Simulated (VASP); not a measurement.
# Na (P6_3/mmc) in VASP: notebook

Runs on Na. Level: RPBE. Tasks: single point.

Program: VASP 6.6.1. These are calculated values, not measurements. Logs are shortened: lines on timing, memory, paths and dates and some standing lists are left out, and cuts for length are marked.

**1. The cell of the first run**

It takes space group P6_3/mmc (No. 194, hexagonal). Conventional cell: a = 3.928 Å, b = 3.928 Å, c = 12.772 Å, α = 90.00°, β = 90.00°, γ = 120.00°. Within 5.1 Å of Na (site symmetry -3m) lie 12 Na at 3.92 to 3.93 Å. Within 5.1 Å of Na (site symmetry -6m2) lie 12 Na at 3.92 to 3.93 Å.

**2. Single point, RPBE (volume scaled by 1.08)**

File INCAR:

```
PREC = Accurate
ENCUT = 520
EDIFF = 1E-6
ISMEAR = -1
SIGMA = 0.1
LREAL = F
LASPH = T
NELM = 100
ALGO = Normal
ISIF = 2
LWAVE = F
LCHARG = F
GGA = RP
NBANDS = 22
```

File KPOINTS:

```
regular mesh
0
Gamma
  11 11 3
```

File POSCAR:

```
Na
1.0
    3.9281916904      0.0000000000      0.0000000000
   -1.9640958452      3.4019137948      0.0000000000
    0.0000000000      0.0000000000     12.7719848841
Na
4
Direct
    0.0000000000      0.0000000000      1.0000000000
    0.0000000000      0.0000000000      0.5000000000
    0.3333333333      0.6666666667      0.2500000000
    0.6666666667      0.3333333333      0.7500000000
```

Potentials or basis: VASP PAW PBE potentials, release 64 (Na_pv).

Started as:

```bash
$ cat potpaw_PBE.64/Na_pv/POTCAR > POTCAR
$ mpirun -np 1 vasp_std > vasp.out
```

OUTCAR:

```text
PREC = Accurate
   ENCUT = 520
   EDIFF = 1E-6
   ISMEAR = -1
   LREAL = F
   LASPH = T
   NELM = 100
   ISIF = 2
   GGA = RP

 ion  position               nearest neighbor table
   1  0.000  0.000  0.000-
   2  0.000  0.000  0.500-
   3  0.333  0.667  0.250-
   4  0.667  0.333  0.750-

  LATTYP: Found a hexagonal cell.
 ALAT       =     3.9281916904
 C/A-ratio  =     3.2513649767

  Lattice vectors:

 A1 = (   3.9281916904,   0.0000000000,   0.0000000000)
 A2 = (  -1.9640958452,   3.4019137948,   0.0000000000)
 A3 = (   0.0000000000,   0.0000000000,  12.7719848841)

Analysis of symmetry for initial positions (statically):
=====================================================================
 Subroutine PRICEL returns:
 Original cell was already a primitive cell.

 Routine SETGRP: Setting up the symmetry group for a
 hexagonal supercell.

 Subroutine GETGRP returns: Found 24 space group operations
 (whereof 12 operations were pure point group operations)
 out of a pool of 24 trial point group operations.

The static configuration has the point symmetry D_3d.
 The point group associated with its full space group is D_6h.

Analysis of symmetry for dynamics (positions and initial velocities):
=====================================================================
 Subroutine PRICEL returns:
 Original cell was already a primitive cell.

 Routine SETGRP: Setting up the symmetry group for a
 hexagonal supercell.

 Subroutine GETGRP returns: Found 24 space group operations
 (whereof 12 operations were pure point group operations)
 out of a pool of 24 trial point group operations.

The dynamic configuration has the point symmetry D_3d.
 The point group associated with its full space group is D_6h.

 Subroutine INISYM returns: Found 24 space group operations
 (whereof 12 operations are pure point group operations),
 and found     1 'primitive' translations

----------------------------------------------------------------------------------------

                                     Primitive cell

  volume of cell :     170.6768

  direct lattice vectors                    reciprocal lattice vectors
     3.928191690  0.000000000  0.000000000     0.254570061  0.146976094  0.000000000
    -1.964095845  3.401913795  0.000000000     0.000000000  0.293952187  0.000000000
     0.000000000  0.000000000 12.771984884     0.000000000  0.000000000  0.078296366

  length of vectors
     3.928191690  3.928191690 12.771984884     0.293952187  0.293952187  0.078296366

  position of ions in fractional coordinates (direct lattice)
     0.000000000  0.000000000  0.000000000
     0.000000000  0.000000000  0.500000000
     0.333333333  0.666666667  0.250000000
     0.666666667  0.333333333  0.750000000

  ion indices of the primitive-cell ions
   primitive index   ion index
                 1           1
                 2           2
                 3           3
                 4           4

----------------------------------------------------------------------------------------

 KPOINTS: regular mesh

Automatic generation of k-mesh.
 Grid dimensions read from file:
 generate k-points for:   11   11    3

 Generating k-lattice:

  Cartesian coordinates                     Fractional coordinates (reciprocal lattice)
     0.023142733  0.013361463  0.000000000     0.090909091  0.000000000  0.000000000
     0.000000000  0.026722926  0.000000000     0.000000000  0.090909091  0.000000000
     0.000000000  0.000000000  0.026098789     0.000000000  0.000000000  0.333333333

  Length of vectors
     0.026722926  0.026722926  0.026098789

  Shift w.r.t. Gamma in fractional coordinates (k-lattice)
     0.000000000  0.000000000  0.000000000

 Subroutine IBZKPT returns following result:
 ===========================================

 Found     32 irreducible k-points:

 Following reciprocal coordinates:
            Coordinates               Weight
  0.000000  0.000000  0.000000      1.000000
  0.090909 -0.000000  0.000000      6.000000
  0.181818 -0.000000  0.000000      6.000000
  0.272727 -0.000000  0.000000      6.000000
  0.363636 -0.000000  0.000000      6.000000
  0.454545 -0.000000  0.000000      6.000000
[... 16 lines left out ...]
  0.090909  0.090909  0.333333     12.000000
  0.181818  0.090909  0.333333     24.000000
 [... further k-points ...]
   k-points           NKPTS =     32   k-points in BZ     NKDIM =     32   number of bands    NBANDS=     22
   number of dos      NEDOS =    301   number of ions     NIONS =      4
   total plane-waves  NPLWV =  86400
   dimension x,y,z NGX =    30 NGY =   30 NGZ =   96
   dimension x,y,z NGXF=    60 NGYF=   60 NGZF=  192
   ions per type =               4
   NGX,Y,Z   is equivalent  to a cutoff of  12.70, 12.70, 12.50 a.u.
   NGXF,Y,Z  is equivalent  to a cutoff of  25.39, 25.39, 24.99 a.u.
 SYSTEM =  unknown system
   PREC   = accura    normal or accurate (medium, high low for compatibility)
   ISTART =      0    job   : 0-new  1-cont  2-samecut
   ICHARG =      2    charge: 1-file 2-atom 10-const
   ISPIN  =      1    spin polarized calculation?
   LNONCOLLINEAR =      F non collinear calculations
   LSORBIT =      F    spin-orbit coupling
   LASPH  =      T    aspherical Exc in radial PAW
   ENCUT  =  520.0 eV  38.22 Ry    6.18 a.u.   7.30  7.30 23.75*2*pi/ulx,y,z
   NELM   =    100;   NELMIN=  2; NELMDL= -5     # of ELM steps
   EDIFF  = 0.1E-05   stopping-criterion for ELM
   LREAL  =      F    real-space projection
   EDIFFG = 0.1E-04   stopping-criterion for IOM
   NSW    =      0    number of steps for IOM
   IBRION =     -1    ionic relax: 0-MD 1-quasi-New 2-CG
   NFREE  =      0    steps in history (QN), initial steepest desc. (CG)
   ISIF   =      2    stress and relaxation
   ISYM   =      2    0-nonsym 1-usesym 2-fastsym
   POTIM  = 0.5000    time-step for ionic-motion
   TEBEG  =    0.0;   TEEND  =   0.0 temperature during run
   PSTRESS=    0.0 pullay stress
   NELECT =      28.0000    total number of electrons
   NUPDOWN=      -1.0000    fix difference up-down
   EMIN   =  10.00;   EMAX   =-10.00  energy-range for DOS
   EFERMI =   0.00;   METHOD = LEGACY
   ISMEAR =    -1;   SIGMA  =   0.10  broadening in eV -4-tet -1-fermi 0-gaus
   EFERMI_NEDOS =   21; number of points for ismear=-14 and -15
   IALGO  =     38    algorithm
   IMIX   =      4    mixing-type and parameters
     AMIX     =   0.40;   BMIX     =  1.00
     AMIX_MAG =   1.60;   BMIX_MAG =  1.00
  volume/ion in A,a.u.               =      42.67       287.95
  Fermi-wavevector in a.u.,A,eV,Ry     =   0.896195  1.693564 10.927740  0.803166
  Thomas-Fermi vector in A             =   2.018623
   LORBIT       =      0    0 simple, 1 ext, 2 COOP (PROOUT), +10 PAW based schemes
   GGA     = RP    functional components
   LHFCALC =     F    Hartree Fock is set to
   AEXX    =    0.0000 exact exchange contribution
   IVDW    =     0    specifies the selected vdW correction
   LEPSILON=     F    determine dielectric tensor
   LRPA    =     F    only Hartree local field effects (RPA)
 non-spin polarized calculation
  energy-cutoff  :      520.00
  volume of cell :      170.68
 maximum number of plane-waves:      4637
 NGX is ok and might be reduce to    30
   NGX = 15   NGY = 15   NGZ = 47

 number of electron      28.0000030 magnetization

 Free energy of the ion-electron system (eV)
  ---------------------------------------------------
  ext. energy  EPLUGINS =         0.00000000
  ---------------------------------------------------
  free energy    TOTEN  =        -4.79302457 eV

  energy without entropy =       -4.71731049  energy(sigma->0) =       -4.75516753

 E-fermi :   0.0684     XC(G=0):  -6.0443

 val. band max:        0.0667298545   @ k =   0.1818  -0.0000   0.3333
 cond. band min:       0.0793214209   @ k =   0.2727   0.2727   0.3333
 fundamental gap:      0.0125915664
 Fermi energy:         0.0684436416

 k-point     1 :       0.0000    0.0000    0.0000
  band No.  band energies     occupation
      1     -24.9719      2.00000
      2     -24.9618      2.00000
      3     -24.9613      2.00000
      4     -24.9544      2.00000
      5     -24.9544      2.00000
      6     -24.9530      2.00000
[... 14 lines left out ...]
     21       9.2769      0.00000
     22       9.3980      0.00000

 k-point     2 :       0.0909   -0.0000    0.0000
  band No.  band energies     occupation
      1     -24.9714      2.00000
      2     -24.9620      2.00000
      3     -24.9615      2.00000
      4     -24.9556      2.00000
      5     -24.9548      2.00000
      6     -24.9539      2.00000
[... 14 lines left out ...]
     21       8.2357      0.00000
     22       8.2943      0.00000

 k-point     3 :       0.1818   -0.0000    0.0000
  band No.  band energies     occupation
      1     -24.9699      2.00000
      2     -24.9629      2.00000
      3     -24.9626      2.00000
      4     -24.9586      2.00000
      5     -24.9564      2.00000
      6     -24.9558      2.00000
[... 14 lines left out ...]
     21       6.4569      0.00000
     22       6.5273      0.00000

 k-point     4 :       0.2727   -0.0000    0.0000
  band No.  band energies     occupation
      1     -24.9679      2.00000
      2     -24.9655      2.00000
      3     -24.9650      2.00000
      4     -24.9624      2.00000
      5     -24.9607      2.00000
      6     -24.9571      2.00000
[... 14 lines left out ...]
     21       6.0806      0.00000
     22       6.1137      0.00000

 k-point     5 :       0.3636   -0.0000    0.0000
  band No.  band energies     occupation
      1     -24.9690      2.00000
      2     -24.9689      2.00000
      3     -24.9659      2.00000
      4     -24.9647      2.00000
      5     -24.9644      2.00000
      6     -24.9583      2.00000
[... 417 lines left out ...]
 k-point    22 :       0.4545   -0.0000    0.3333
  band No.  band energies     occupation
      1     -24.9707      2.00000
      2     -24.9702      2.00000
      3     -24.9689      2.00000
      4     -24.9682      2.00000
      5     -24.9608      2.00000
      6     -24.9594      2.00000
[... 14 lines left out ...]
     21       4.6461      0.00000
     22       5.6350      0.00000

 k-point    23 :       0.0909    0.0909    0.3333
  band No.  band energies     occupation
      1     -24.9693      2.00000
      2     -24.9663      2.00000
      3     -24.9585      2.00000
      4     -24.9572      2.00000
      5     -24.9563      2.00000
      6     -24.9561      2.00000
[... 14 lines left out ...]
     21       6.9878      0.00000
     22       7.1035      0.00000

 k-point    24 :       0.1818    0.0909    0.3333
  band No.  band energies     occupation
      1     -24.9680      2.00000
      2     -24.9664      2.00000
      3     -24.9618      2.00000
      4     -24.9601      2.00000
      5     -24.9599      2.00000
      6     -24.9584      2.00000
[... 14 lines left out ...]
     21       5.9710      0.00000
     22       6.1099      0.00000

 [... further k-points ...]
[... 5 lines left out ...]
  --------------------------------------------------------------------------------------
  -------------------------------------------------------------------------------------
  Total       -0.5310615     -0.5310615     -0.3792209      0.0000000      0.0000000      0.0000000
  in kB       -4.9851818     -4.9851818     -3.5598238      0.0000000      0.0000000      0.0000000
  external PRESSURE =      -4.5100625 kB  Pullay stress =       0.0000000 kB

 VOLUME and BASIS-vectors are now :
 -----------------------------------------------------------------------------
  energy-cutoff  :      520.00
  volume of cell :      170.68
      direct lattice vectors                 reciprocal lattice vectors
     3.928191690  0.000000000  0.000000000     0.254570061  0.146976094  0.000000000
    -1.964095845  3.401913795  0.000000000     0.000000000  0.293952187  0.000000000
     0.000000000  0.000000000 12.771984884     0.000000000  0.000000000  0.078296366

 POSITION                                       TOTAL-FORCE (eV/Angst)
 -----------------------------------------------------------------------------------
      0.00000      0.00000      0.00000        -0.000000      0.000000      0.000000
      0.00000      0.00000      6.38599         0.000000      0.000000      0.000000
     -0.00000      2.26794      3.19300        -0.000000      0.000000     -0.000000
      1.96410      1.13397      9.57899         0.000000     -0.000000     -0.000000
 -----------------------------------------------------------------------------------
    total drift:                               -0.000000      0.000000      0.000000

  FREE ENERGIE OF THE ION-ELECTRON SYSTEM (eV)
  ---------------------------------------------------
  free  energy   TOTEN  =        -4.7930245676 eV

  energy  without entropy=       -4.7173104934  energy(sigma->0) =       -4.75516753
```

Wall time 2.3 min (1 thread of AMD EPYC 7R13 (Zen 3), shared host); peak memory 0.26 GiB.

Results:

| Property | Result |
| --- | --- |
| Free energy | -4.7930 eV |
| Pressure | -0.5 GPa |
| Band gap on the k mesh | zero (band 14 reaches 1.13 eV, above the bottom of band 15 at -1.99 eV) |

Stress tensor (GPa, compression positive):
```
-0.50  0.00  0.00
 0.00 -0.50  0.00
 0.00  0.00 -0.36
```

Caveat: the PAW data sets were made with another functional, which shifts forces and pressure a little.

**3. Single point, RPBE (volume scaled by 1.12)**

File INCAR:

```
PREC     = Accurate       # precision mode
ENCUT    = 520            # plane-wave cutoff, eV
EDIFF    = 1E-6           # SCF threshold, eV
ISMEAR   = -1             # smearing method
SIGMA    = 0.1            # smearing width, eV
LREAL    = F              # projectors in reciprocal space
LASPH    = T              # aspherical terms in the spheres
NELM     = 100            # most SCF steps
ALGO     = Normal         # electronic algorithm
ISIF     = 2              # what is computed and relaxed
LWAVE    = F              # write WAVECAR
LCHARG   = T              # write CHGCAR
GGA      = RP             # functional
LELF     = T              # ELF
LVHAR    = T            
NBANDS   = 22             # bands
```

KPOINTS is that of step 2.

File POSCAR:

```
Na
1.0
    3.9761011888      0.0000000000      0.0000000000
   -1.9880505944      3.4434046375      0.0000000000
    0.0000000000      0.0000000000     12.9277561493
Na
4
Direct
    0.0000000000      0.0000000000      1.0000000000
    0.0000000000      0.0000000000      0.5000000000
    0.3333333333      0.6666666667      0.2500000000
    0.6666666667      0.3333333333      0.7500000000
```

Potentials or basis: VASP PAW PBE potentials, release 64 (Na_pv).

Started as:

```bash
$ cat potpaw_PBE.64/Na_pv/POTCAR > POTCAR
$ mpirun -np 1 vasp_std > vasp.out
```

It took 2.7 min on 1 thread of AMD EPYC 7R13 (Zen 3), shared host; peak memory 0.26 GiB.

The run converged. Its results:

```
Free energy            : -4.7722 eV
Pressure               : -0.6 GPa
Band gap on the k mesh : zero (band 14 reaches 1.01 eV, above the bottom of band 15 at -2.03 eV)
```

Stress tensor (GPa, compression positive):
```
-0.68  0.00  0.00
 0.00 -0.68  0.00
 0.00  0.00 -0.54
```

Levels at points of the mesh, in eV from the Fermi level:
| k point | band 11 | band 12 | band 13 | band 14 | band 15 | band 16 | band 17 | band 18 | band 19 | band 20 |
| --- | --- | --- | --- | --- | --- | --- | --- | --- | --- | --- |
| (0.00, 0.00, 0.00) | -25.05 | -25.05 | -2.93 | -2.01 | -2.01 | 0.53 | 0.83 | 4.99 | 4.99 | 9.02 |

Caveat: the PAW data sets were made with another functional, which shifts forces and pressure a little.

(Continued in part 2 of 2.)
